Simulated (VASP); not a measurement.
# Si2N (P-3m1) in VASP: notebook, part 2 of 3

VASP 6.6.1. The steps go on from the part before.

## (3) Single point, PBE (atoms taken out)

Contents of INCAR:

```
PREC = Accurate
ENCUT = 520
EDIFF = 1E-6
ISMEAR = 0
SIGMA = 0.1
LREAL = False
LASPH = True
NELM = 60
ALGO = Normal
ISIF = 2
LWAVE = False
LCHARG = True
GGA = PE
LELF = True
LVHAR = True
NBANDS = 22
```

Contents of KPOINTS:

```
regular mesh
0
Gamma
  6 6 2
```

Contents of POSCAR:

```
Si2N
1.0
    2.7110702398      0.0000000000      0.0000000000
   -1.3555351199      2.3478556991      0.0000000000
    0.0000000000      0.0000000000     11.0588477319
Si N
4 2
Direct
    0.0000000000      0.0000000000      0.7501490780
    0.0000000000      0.0000000000      0.2498509220
    0.0000000000      0.0000000000      0.0000000000
    0.0000000000      0.0000000000      0.5000000000
    0.3333333333      0.6666666667      0.9068670132
    0.6666666667      0.3333333333      0.0931329868
```

Potentials or basis: VASP PAW PBE potentials, release 64 (Si, N).

Launch:

```
cat potpaw_PBE.64/Si/POTCAR potpaw_PBE.64/N/POTCAR > POTCAR
mpirun -np 1 vasp_std > vasp.out
```

OUTCAR:

```text
PREC = Accurate
   ENCUT = 520
   EDIFF = 1E-6
   ISMEAR = 0
   LREAL = False
   LASPH = True
   NELM = 60
   ISIF = 2
   GGA = PE

 ion  position               nearest neighbor table
   1  0.000  0.000  0.750-   5 2.34   5 2.34   5 2.34   3 2.76   4 2.77
   2  0.000  0.000  0.250-   6 2.34   6 2.34   6 2.34   3 2.76   4 2.77
   3  0.000  0.000  0.000-   5 1.87   6 1.87   5 1.87   6 1.87   6 1.87   5 1.87   1 2.76   2 2.76

   4  0.000  0.000  0.500-   1 2.77   2 2.77
   5  0.333  0.667  0.907-   3 1.87   3 1.87   3 1.87   1 2.34   1 2.34   1 2.34
   6  0.667  0.333  0.093-   3 1.87   3 1.87   3 1.87   2 2.34   2 2.34   2 2.34

  LATTYP: Found a hexagonal cell.
 ALAT       =     2.7110702398
 C/A-ratio  =     4.0791446749

  Lattice vectors:

 A1 = (   2.7110702398,   0.0000000000,   0.0000000000)
 A2 = (  -1.3555351199,   2.3478556991,   0.0000000000)
 A3 = (   0.0000000000,   0.0000000000,  11.0588477319)

Analysis of symmetry for initial positions (statically):
=====================================================================
 Subroutine PRICEL returns:
 Original cell was already a primitive cell.

 Routine SETGRP: Setting up the symmetry group for a
 hexagonal supercell.

 Subroutine GETGRP returns: Found 12 space group operations
 (whereof 12 operations were pure point group operations)
 out of a pool of 24 trial point group operations.

The static configuration has the point symmetry D_3d.

Analysis of symmetry for dynamics (positions and initial velocities):
=====================================================================
 Subroutine PRICEL returns:
 Original cell was already a primitive cell.

 Routine SETGRP: Setting up the symmetry group for a
 hexagonal supercell.
[... 118 lines left out ...]
   EFERMI_NEDOS =   21; number of points for ismear=-14 and -15
   IALGO  =     38    algorithm
   IMIX   =      4    mixing-type and parameters
     AMIX     =   0.40;   BMIX     =  1.00
     AMIX_MAG =   1.60;   BMIX_MAG =  1.00
  volume/ion in A,a.u.               =      11.73        79.17
  Fermi-wavevector in a.u.,A,eV,Ry     =   1.174605  2.219682 18.771923  1.379697
  Thomas-Fermi vector in A             =   2.311000
   LORBIT       =      0    0 simple, 1 ext, 2 COOP (PROOUT), +10 PAW based schemes
   GGA     = PE    functional components
   LHFCALC =     F    Hartree Fock is set to
   AEXX    =    0.0000 exact exchange contribution
   IVDW    =     0    specifies the selected vdW correction
   LEPSILON=     F    determine dielectric tensor
   LRPA    =     F    only Hartree local field effects (RPA)
 non-spin polarized calculation
 Gauss-broadening in eV      SIGMA  =   0.10
  energy-cutoff  :      520.00
  volume of cell :       70.39
 maximum number of plane-waves:      1917
   NGX = 11   NGY = 11   NGZ = 41

 number of electron      26.0000002 magnetization

 Free energy of the ion-electron system (eV)
  ---------------------------------------------------
  ext. energy  EPLUGINS =         0.00000000
  ---------------------------------------------------
  free energy    TOTEN  =       -36.80320135 eV

  energy without entropy =      -36.78138340  energy(sigma->0) =      -36.79229238

 E-fermi :   9.2871     XC(G=0): -11.3637

 val. band max:        9.2775986761   @ k =   0.1667   0.1667   0.0000
 cond. band min:       9.2885434037   @ k =   0.3333   0.1667   0.0000
 fundamental gap:      0.0109447276
 Fermi energy:         9.2871453548

 k-point     1 :       0.0000    0.0000    0.0000
  band No.  band energies     occupation
      1     -10.8882      2.00000
      2      -7.6834      2.00000
      3      -3.3071      2.00000
      4      -1.5538      2.00000
      5      -1.4978      2.00000
      6       3.3991      2.00000
[... 339 lines left out ...]
     21      15.7725      0.00000
     22      16.3913      0.00000

------------------------ aborting loop because EDIFF is reached ----------------------------------------

  FORCE on cell =-STRESS in cart. coord.  units (eV):
  Direction    XX          YY          ZZ          XY          YZ          ZX
  --------------------------------------------------------------------------------------
  -------------------------------------------------------------------------------------
  Total        0.0124462      0.0124462     -0.0114277      0.0000000      0.0000000      0.0000000
  in kB        0.2832854      0.2832854     -0.2601032      0.0000000      0.0000000      0.0000000
  external PRESSURE =       0.1021558 kB  Pullay stress =       0.0000000 kB

 VOLUME and BASIS-vectors are now :
 -----------------------------------------------------------------------------
  energy-cutoff  :      520.00
  volume of cell :       70.39
      direct lattice vectors                 reciprocal lattice vectors
     2.711070240  0.000000000  0.000000000     0.368858020  0.212960277  0.000000000
    -1.355535120  2.347855699  0.000000000     0.000000000  0.425920554  0.000000000
     0.000000000  0.000000000 11.058847732     0.000000000  0.000000000  0.090425334

 POSITION                                       TOTAL-FORCE (eV/Angst)
 -----------------------------------------------------------------------------------
      0.00000      0.00000      8.29578        -0.000000     -0.000000      0.000529
      0.00000      0.00000      2.76306        -0.000000      0.000000     -0.000529
      0.00000      0.00000      0.00000        -0.000000     -0.000000     -0.000000
      0.00000      0.00000      5.52942        -0.000000     -0.000000     -0.000000
     -0.00000      1.56524     10.02890        -0.000000      0.000000     -0.000630
      1.35554      0.78262      1.02994         0.000000     -0.000000      0.000630
 -----------------------------------------------------------------------------------
    total drift:                                0.000000     -0.000000     -0.000000

  FREE ENERGIE OF THE ION-ELECTRON SYSTEM (eV)
  ---------------------------------------------------
  free  energy   TOTEN  =       -36.8032013530 eV

  energy  without entropy=      -36.7813834011  energy(sigma->0) =      -36.79229238
```

stdout:

```text
POSCAR found type information on POSCAR SiN
 POSCAR found :  2 types and       6 ions
 scaLAPACK will be used
 LDA part: xc-table for (Slater+PW92), standard interpolation
 POSCAR, INCAR and KPOINTS ok, starting setup
 FFT: planning ... GRIDC
 FFT: planning ... GRID_SOFT
 FFT: planning ... GRID
 WAVECAR not read
 entering main loop
```

Run time: 34 s. Hardware: 1 thread of Intel Xeon 8259CL, shared host; peak memory 0.18 GiB.

What came out:

| Property | Result |
| --- | --- |
| Free energy | -36.8032 eV |
| Pressure | 0.0 GPa |
| Band gap on the k mesh | zero (bands 13 and 14 overlap by 5.20 eV) |

Caveat: the k points lie up to 0.45 Å⁻¹ apart, too coarse for converged energies and pressures of a metal; the cell differs from its parent crystal (atoms taken out).

(Part 2 of 3 ends here.)

The gap in the log of VASP goes by the Fermi energy; the results here count the filled bands.